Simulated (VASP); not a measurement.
Input of a VASP 6.6.1 run:

File INCAR:

```
  PREC = Accurate
  ENCUT = 600
  EDIFF = 1E-6
  ISMEAR = 0
  SIGMA = 0.1
  LREAL = False
  LASPH = True
  NELM = 100
  ALGO = Normal
  ISIF = 3
  LWAVE = False
  LCHARG = False
  GGA = PE
  IBRION = 2
  NSW = 90
  EDIFFG = -0.04
```

The input KPOINTS:

```
regular mesh
0
Gamma
  6 6 6
```

File POSCAR:

```
Ca
1.0
   -3.4759500921      3.4759500921      1.8585850953
    3.4759500921     -3.4759500921      1.8585850953
    3.4759500921      3.4759500921     -1.8585850953
Ca
2
Direct
    0.5000000000      0.5000000000      0.0000000000
    0.2500000000      0.7500000000      0.5000000000
```

Potentials or basis: VASP PAW PBE potentials, release 64 (Ca_sv).

The run is started by

```bash
$ cat potpaw_PBE.64/Ca_sv/POTCAR > POTCAR
$ mpirun -np 1 vasp_std > vasp.out
```

Q: What does it give for the relaxed cell?

A: a = 5.148 Å, b = 5.148 Å, c = 5.148 Å, α = 97.41°, β = 97.41°, γ = 137.91°.

Q: Estimate the relaxed volume.

A: 42.69 Å³/atom.

Q: What does it give for the band gap on the k mesh?

A: Zero (band 10 reaches 2.48 eV, above the bottom of band 11 at 1.46 eV).

The path:
| step | energy change (eV) | largest force (eV/Å) | pressure (GPa) | volume (Å³) |
| --- | --- | --- | --- | --- |
| 1 | 0.0000 | 0.0000 | -0.57 | 89.82 |
| 2 | -0.0072 | 0.0000 | -0.34 | 87.78 |
| 3 | -0.0104 | 0.0000 | -0.02 | 85.37 |
